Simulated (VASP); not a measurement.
Input of a VASP 6.6.1 run:

Contents of INCAR:

```
SYSTEM = GaP
ALGO = Normal
EDIFF = 1E-8
ENCUT = 520
GGA = PE
ISIF = 2
ISMEAR = -1
LASPH = .TRUE.
LCHARG = .FALSE.
LEFG = .TRUE.
LREAL = .FALSE.
LWAVE = .FALSE.
NBANDS = 16
NELM = 100
PREC = Accurate
SIGMA = 0.02
```

The input KPOINTS:

```
k-points
0
G
  14 14 14
  0 0 0
```

POSCAR

```
GaP
1.0
    0.0000000000      2.7252500000      2.7252500000
    2.7252500000      0.0000000000      2.7252500000
    2.7252500000      2.7252500000      0.0000000000
Ga P
1 1
Direct
    0.0000000000      0.0000000000      0.0000000000
    0.2500000000      0.2500000000      0.2500000000
```

Potentials or basis: VASP PAW PBE potentials, release 64 (Ga_d, P).

The run is started by

```console
$ cat potpaw_PBE.64/Ga_d/POTCAR potpaw_PBE.64/P/POTCAR > POTCAR
$ mpirun -np 1 vasp_std > vasp.out
```

Task: Estimate the band gap on the k mesh.

Result: 1.59 eV, indirect (least direct gap 1.83 eV).

Task: Predict the pressure.

Result: 2.5 GPa.

Caveat: without QUAD_EFG the Cq values of the log hold for a quadrupole moment of 1 mb, not for the nuclei.

**Experimental background.**

“Stacking defects in GaP nanowires: Electronic structure and optical properties”, 2018, arxiv:1810.01194 quotes, for a bulk crystal of GaP at 10 K: band gap 2.34 eV (indirect).

A measured gap of GaP is 2.34 eV (indirect; 10 K; quoted in “Stacking defects in GaP nanowires: Electronic structure and optical properties”, 2018, arxiv:1810.01194); the calculated 1.59 eV misses it by -0.75 eV. Spin-orbit coupling on Ga is left out. The value is that of PBE on a finite k mesh, which can miss the band edges, without temperature or zero-point motion. Semilocal functionals fall short of measured gaps as a rule.
